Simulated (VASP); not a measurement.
# Ir (Fm-3m) in VASP: notebook

Runs on Ir. Level: PBE. Tasks: single point, relaxation of cell and atoms.

All numbers are computed with VASP 6.6.1; they aren't measurements. Logs are shortened: lines on timing, memory, paths and dates and some standing lists are left out, and cuts for length are marked.

### 1 The cell of the first run

It takes space group Fm-3m (No. 225, cubic). Conventional cell: a = 3.871 Å, b = 3.871 Å, c = 3.871 Å, α = 90.00°, β = 90.00°, γ = 90.00°. Within 3.6 Å of Ir (site symmetry m-3m) lie 12 Ir at 2.74 Å.

### 2 Single point, PBE

INCAR

```
SYSTEM = Ir
ALGO = Fast
EDIFF = 1E-6
ENCUT = 520
GGA = PE
ISIF = 2
ISMEAR = 0
LASPH = .TRUE.
LCHARG = .FALSE.
LREAL = .FALSE.
LWAVE = .FALSE.
NBANDS = 16
NELM = 60
PREC = Accurate
SIGMA = 0.15
```

KPOINTS

```
k-points
0
G
  12 12 10
  0 0 0
```

POSCAR

```
Ir
1.0
    0.0000000000     -1.9353284929     -1.9353284929
    0.0000000000      1.9353284929     -1.9353284929
    3.8706569858      0.0000000000      0.0000000000
Ir
2
Direct
    0.5000000000      0.5000000000      0.5000000000
    0.0000000000      0.0000000000      0.0000000000
```

Potentials or basis: VASP PAW PBE potentials, release 64 (Ir).

The run is started by

```bash
> cat potpaw_PBE.64/Ir/POTCAR > POTCAR
> mpirun -np 1 vasp_std > vasp.out
```

OUTCAR:

```text
SYSTEM = Ir
   EDIFF = 1E-6
   ENCUT = 520
   GGA = PE
   ISIF = 2
   ISMEAR = 0
   LASPH = .TRUE.
   LREAL = .FALSE.
   NELM = 60
   PREC = Accurate

 ion  position               nearest neighbor table
   1  0.500  0.500  0.500-   2 2.74   2 2.74   2 2.74   2 2.74   2 2.74   2 2.74   2 2.74   2 2.74

   2  0.000  0.000  0.000-   1 2.74   1 2.74   1 2.74   1 2.74   1 2.74   1 2.74   1 2.74   1 2.74

  LATTYP: Found a simple tetragonal cell.
 ALAT       =     2.7369678023
 C/A-ratio  =     1.4142135624

  Lattice vectors:

 A1 = (   0.0000000000,  -1.9353284929,  -1.9353284929)
 A2 = (   0.0000000000,   1.9353284929,  -1.9353284929)
 A3 = (   3.8706569858,   0.0000000000,   0.0000000000)

Analysis of symmetry for initial positions (statically):
=====================================================================
 Subroutine PRICEL returns following result:

  LATTYP: Found a face centered cubic cell.
 ALAT       =     3.8706569858

  Lattice vectors:

 A1 = (  -1.9353284929,   0.0000000000,   1.9353284929)
 A2 = (  -1.9353284929,  -1.9353284929,   0.0000000000)
 A3 = (  -0.0000000000,  -1.9353284929,   1.9353284929)

   2 primitive cells build up your supercell.

 Routine SETGRP: Setting up the symmetry group for a
 simple tetragonal supercell.

 Subroutine GETGRP returns: Found 16 space group operations
 (whereof 16 operations were pure point group operations)
 out of a pool of 16 trial point group operations.

The static configuration has the point symmetry D_4h.

Analysis of symmetry for dynamics (positions and initial velocities):
=====================================================================
 Subroutine PRICEL returns following result:

  LATTYP: Found a face centered cubic cell.
 ALAT       =     3.8706569858

  Lattice vectors:

 A1 = (  -1.9353284929,   0.0000000000,   1.9353284929)
 A2 = (  -1.9353284929,  -1.9353284929,   0.0000000000)
 A3 = (  -0.0000000000,  -1.9353284929,   1.9353284929)

   2 primitive cells build up your supercell.

 Routine SETGRP: Setting up the symmetry group for a
 simple tetragonal supercell.

 Subroutine GETGRP returns: Found 16 space group operations
 (whereof 16 operations were pure point group operations)
 out of a pool of 16 trial point group operations.

The dynamic configuration has the point symmetry D_4h.

 Subroutine INISYM returns: Found 16 space group operations
 (whereof 16 operations are pure point group operations),
 and found     2 'primitive' translations

----------------------------------------------------------------------------------------

                                     Primitive cell

  volume of cell :      14.4975

  direct lattice vectors                    reciprocal lattice vectors
    -1.935328493  0.000000000  1.935328493    -0.258354074  0.258354074  0.258354074
    -1.935328493 -1.935328493  0.000000000    -0.258354074 -0.258354074 -0.258354074
    -0.000000000 -1.935328493  1.935328493     0.258354074 -0.258354074  0.258354074

  length of vectors
     2.736967802  2.736967802  2.736967802     0.447482382  0.447482382  0.447482382

  position of ions in fractional coordinates (direct lattice)
     0.000000000  0.000000000  1.000000000

  ion indices of the primitive-cell ions
   primitive index   ion index
                 1           1

----------------------------------------------------------------------------------------

 KPOINTS: k-points

Automatic generation of k-mesh.
 Grid dimensions read from file:
 generate k-points for:   12   12   10

 Generating k-lattice:

  Cartesian coordinates                     Fractional coordinates (reciprocal lattice)
     0.000000000 -0.021529506 -0.021529506     0.083333333  0.000000000  0.000000000
     0.000000000  0.021529506 -0.021529506     0.000000000  0.083333333  0.000000000
     0.025835407  0.000000000  0.000000000     0.000000000  0.000000000  0.100000000

  Length of vectors
     0.030447320  0.030447320  0.025835407

  Shift w.r.t. Gamma in fractional coordinates (k-lattice)
     0.000000000  0.000000000  0.000000000

 Subroutine IBZKPT returns following result:
 ===========================================

 Found    168 irreducible k-points:

 Following reciprocal coordinates:
            Coordinates               Weight
  0.000000  0.000000  0.000000      1.000000
  0.083333  0.000000  0.000000      4.000000
  0.166667  0.000000  0.000000      4.000000
  0.250000  0.000000  0.000000      4.000000
  0.333333  0.000000  0.000000      4.000000
  0.416667  0.000000  0.000000      4.000000
[... 16 lines left out ...]
  0.333333  0.333333  0.000000      4.000000
  0.416667  0.333333  0.000000      8.000000
 [... further k-points ...]
   k-points           NKPTS =    168   k-points in BZ     NKDIM =    168   number of bands    NBANDS=     16
   number of dos      NEDOS =    301   number of ions     NIONS =      2
   total plane-waves  NPLWV =  12000
   dimension x,y,z NGX =    20 NGY =   20 NGZ =   30
   dimension x,y,z NGXF=    40 NGYF=   40 NGZF=   60
   ions per type =               2
   NGX,Y,Z   is equivalent  to a cutoff of  12.15, 12.15, 12.89 a.u.
   NGXF,Y,Z  is equivalent  to a cutoff of  24.30, 24.30, 25.77 a.u.
 SYSTEM =  Ir
   PREC   = accura    normal or accurate (medium, high low for compatibility)
   ISTART =      0    job   : 0-new  1-cont  2-samecut
   ICHARG =      2    charge: 1-file 2-atom 10-const
   ISPIN  =      1    spin polarized calculation?
   LNONCOLLINEAR =      F non collinear calculations
   LSORBIT =      F    spin-orbit coupling
   LASPH  =      T    aspherical Exc in radial PAW
   ENCUT  =  520.0 eV  38.22 Ry    6.18 a.u.   5.09  5.09  7.20*2*pi/ulx,y,z
   NELM   =     60;   NELMIN=  2; NELMDL= -5     # of ELM steps
   EDIFF  = 0.1E-05   stopping-criterion for ELM
   LREAL  =      F    real-space projection
   EDIFFG = 0.1E-04   stopping-criterion for IOM
   NSW    =      0    number of steps for IOM
   IBRION =     -1    ionic relax: 0-MD 1-quasi-New 2-CG
   NFREE  =      0    steps in history (QN), initial steepest desc. (CG)
   ISIF   =      2    stress and relaxation
   ISYM   =      2    0-nonsym 1-usesym 2-fastsym
   POTIM  = 0.5000    time-step for ionic-motion
   TEBEG  =    0.0;   TEEND  =   0.0 temperature during run
   PSTRESS=    0.0 pullay stress
   NELECT =      18.0000    total number of electrons
   NUPDOWN=      -1.0000    fix difference up-down
   EMIN   =  10.00;   EMAX   =-10.00  energy-range for DOS
   EFERMI =   0.00;   METHOD = LEGACY
   ISMEAR =     0;   SIGMA  =   0.15  broadening in eV -4-tet -1-fermi 0-gaus
   EFERMI_NEDOS =   21; number of points for ismear=-14 and -15
   IALGO  =     68    algorithm
   IMIX   =      4    mixing-type and parameters
     AMIX     =   0.40;   BMIX     =  1.00
     AMIX_MAG =   1.60;   BMIX_MAG =  1.00
  volume/ion in A,a.u.               =      14.50        97.83
  Fermi-wavevector in a.u.,A,eV,Ry     =   1.396554  2.639104 26.536290  1.950362
  Thomas-Fermi vector in A             =   2.519897
   LORBIT       =      0    0 simple, 1 ext, 2 COOP (PROOUT), +10 PAW based schemes
   GGA     = PE    functional components
   LHFCALC =     F    Hartree Fock is set to
   AEXX    =    0.0000 exact exchange contribution
   IVDW    =     0    specifies the selected vdW correction
   LEPSILON=     F    determine dielectric tensor
   LRPA    =     F    only Hartree local field effects (RPA)
 non-spin polarized calculation
 RMM-DIIS sequential band-by-band and
 Gauss-broadening in eV      SIGMA  =   0.15
  energy-cutoff  :      520.00
  volume of cell :       29.00
 maximum number of plane-waves:       798
   NGX = 11   NGY = 11   NGZ = 15

 number of electron      17.9999997 magnetization

 Free energy of the ion-electron system (eV)
  ---------------------------------------------------
  ext. energy  EPLUGINS =         0.00000000
  ---------------------------------------------------
  free energy    TOTEN  =       -17.72144349 eV

  energy without entropy =      -17.70353294  energy(sigma->0) =      -17.71248822

 E-fermi :   9.9753     XC(G=0): -13.8430

 val. band max:        9.9463022311   @ k =   0.3333   0.0000   0.2000
 cond. band min:       9.9814379354   @ k =   0.1667   0.1667   0.3000
 fundamental gap:      0.0351357043
 Fermi energy:         9.9753294051

 k-point     1 :       0.0000    0.0000    0.0000
  band No.  band energies     occupation
      1      -0.8712      2.00000
      2       2.3508      2.00000
      3       2.9109      2.00000
      4       6.2424      2.00000
      5       6.2424      2.00000
      6       6.2437      2.00000
[... 8 lines left out ...]
     15      21.5791      0.00000
     16      24.3591      0.00000

 k-point     2 :       0.0833    0.0000    0.0000
  band No.  band energies     occupation
      1      -0.6707      2.00000
      2       2.4990      2.00000
      3       3.0517      2.00000
      4       6.1258      2.00000
      5       6.3203      2.00000
      6       6.3508      2.00000
[... 8 lines left out ...]
     15      22.0730      0.00000
     16      24.7013      0.00000

 k-point     3 :       0.1667    0.0000    0.0000
  band No.  band energies     occupation
      1      -0.0941      2.00000
      2       2.8521      2.00000
      3       3.5077      2.00000
      4       5.8289      2.00000
      5       6.5505      2.00000
      6       6.5982      2.00000
[... 8 lines left out ...]
     15      23.4046      0.00000
     16      25.6247      0.00000

 k-point     4 :       0.2500    0.0000    0.0000
  band No.  band energies     occupation
      1       0.7856      2.00000
      2       3.2900      2.00000
      3       4.2085      2.00000
      4       5.4743      2.00000
      5       6.7390      2.00000
      6       6.9226      2.00000
[... 8 lines left out ...]
     15      25.2940      0.00000
     16      25.8367      0.00000
[... 324 lines left out ...]
 k-point    22 :       0.5000    0.2500    0.0000
  band No.  band energies     occupation
      1       3.3539      2.00000
      2       3.3539      2.00000
      3       3.8343      2.00000
      4       3.8343      2.00000
      5       6.6703      2.00000
      6       6.6703      2.00000
[... 8 lines left out ...]
     15      23.0194      0.00000
     16      23.0194      0.00000

 k-point    23 :       0.3333    0.3333    0.0000
  band No.  band energies     occupation
      1       2.7086      2.00000
      2       3.4221      2.00000
      3       3.5865      2.00000
      4       3.9832      2.00000
      5       7.0249      2.00000
      6       7.9024      2.00000
[... 8 lines left out ...]
     15      22.9174      0.00000
     16      25.0173      0.00000

 k-point    24 :       0.4167    0.3333    0.0000
  band No.  band energies     occupation
      1       2.7303      2.00000
      2       3.0555      2.00000
      3       3.3581      2.00000
      4       3.5537      2.00000
      5       7.8159      2.00000
      6       8.4248      2.00000
[... 8 lines left out ...]
     15      22.9270      0.00000
     16      23.0696      0.00000

 [... further k-points ...]
[... 5 lines left out ...]
  --------------------------------------------------------------------------------------
  -------------------------------------------------------------------------------------
  Total        0.1055110      0.0672992      0.0672992      0.0000000      0.0000000     -0.0000000
  in kB        5.8302096      3.7187445      3.7187445      0.0000000      0.0000000     -0.0000000
  external PRESSURE =       4.4225662 kB  Pullay stress =       0.0000000 kB

 VOLUME and BASIS-vectors are now :
 -----------------------------------------------------------------------------
  energy-cutoff  :      520.00
  volume of cell :       29.00
      direct lattice vectors                 reciprocal lattice vectors
     0.000000000 -1.935328493 -1.935328493     0.000000000 -0.258354074 -0.258354074
     0.000000000  1.935328493 -1.935328493     0.000000000  0.258354074 -0.258354074
     3.870656986  0.000000000  0.000000000     0.258354074  0.000000000  0.000000000

 POSITION                                       TOTAL-FORCE (eV/Angst)
 -----------------------------------------------------------------------------------
      1.93533      0.00000     -1.93533         0.000000      0.000000      0.000000
      0.00000      0.00000      0.00000         0.000000     -0.000000     -0.000000
 -----------------------------------------------------------------------------------
    total drift:                                0.000000      0.000000     -0.000000

  FREE ENERGIE OF THE ION-ELECTRON SYSTEM (eV)
  ---------------------------------------------------
  free  energy   TOTEN  =       -17.7214434936 eV

  energy  without entropy=      -17.7035329434  energy(sigma->0) =      -17.71248822
```

It took 37 s on 1 thread of Intel Xeon 6975P-C (Granite Rapids), shared host; peak memory 0.18 GiB.

What came out:

```
Free energy            : -17.7214 eV
Pressure               : 0.4 GPa
Band gap on the k mesh : zero (band 9 reaches 11.40 eV, above the bottom of band 10 at 8.18 eV)
```

Caveat: spin-orbit coupling is left out, which moves the levels of the heavy elements.

### 3 Relaxation of cell and atoms, PBE

This run uses another cell than the first one: it holds 1 atom, not 2.

INCAR

```
  PREC = Accurate
  ENCUT = 600
  EDIFF = 1E-6
  ISMEAR = 0
  SIGMA = 0.1
  LREAL = F
  LASPH = T
  NELM = 60
  ALGO = Fast
  ISIF = 3
  LWAVE = F
  LCHARG = F
  GGA = PE
  IBRION = 2
  NSW = 100
  EDIFFG = -0.005
```

KPOINTS

```
Automatic mesh
0
Gamma
  18 18 18
```

POSCAR

```
Ir
1.0
    0.0000000000      1.9379712977      1.9379712977
    1.9379712977      0.0000000000      1.9379712977
    1.9379712977      1.9379712977      0.0000000000
Ir
1
Direct
    0.0000000000      0.0000000000      0.0000000000
```

Potentials or basis: VASP PAW PBE potentials, release 64 (Ir).

The run is started by

```bash
> cat potpaw_PBE.64/Ir/POTCAR > POTCAR
> mpirun -np 1 vasp_std > vasp.out
```

Wall time 25 s (1 thread of Intel Xeon 6975P-C (Granite Rapids), shared host); peak memory 0.18 GiB.

It converged, with:

```yaml
Free_energy: -8.8540 eV
Relaxed_volume: 14.52 Å³/atom
Relaxed_cell: a = 2.738 Å, b = 2.738 Å, c = 2.738 Å, α = 60.00°, β = 60.00°, γ = 60.00°
Space_group_after_relaxing_to_0.05_Å: Fm-3m (No. 225)
Energy_gained_by_relaxing: 0.1 meV/atom
Ionic_steps: 3
Pressure_after_relaxing: 0.0 GPa
```

The path:
```csv
step,energy change (eV),largest force (eV/Å),pressure (GPa),volume (Å³)
1,0.0000,0.0000,-0.93,14.56
2,0.0014,0.0000,3.49,14.38
3,-0.0001,0.0000,-0.05,14.52
```

Final structure:
```
Ir
1.0
     0.00000    1.93631    1.93631
     1.93631    0.00000    1.93631
     1.93631    1.93631    0.00000
Ir
1
Direct
  0.00000 0.00000 0.00000
```

Levels at points of the mesh, in eV from the Fermi level:
| k point | band 2 | band 3 | band 4 | band 5 | band 6 | band 7 |
| --- | --- | --- | --- | --- | --- | --- |
| (0.00, 0.00, 0.00) | -3.76 | -3.76 | -3.76 | -1.19 | -1.19 | 14.34 |
| (0.50, 0.00, 0.00) | -3.86 | -3.86 | -0.72 | 0.82 | 0.82 | 6.97 |
| (0.50, 0.50, 0.00) | -7.09 | 0.79 | 1.37 | 1.37 | 1.67 | 10.13 |

Caveat: spin-orbit coupling is left out, which moves the levels of the heavy elements.
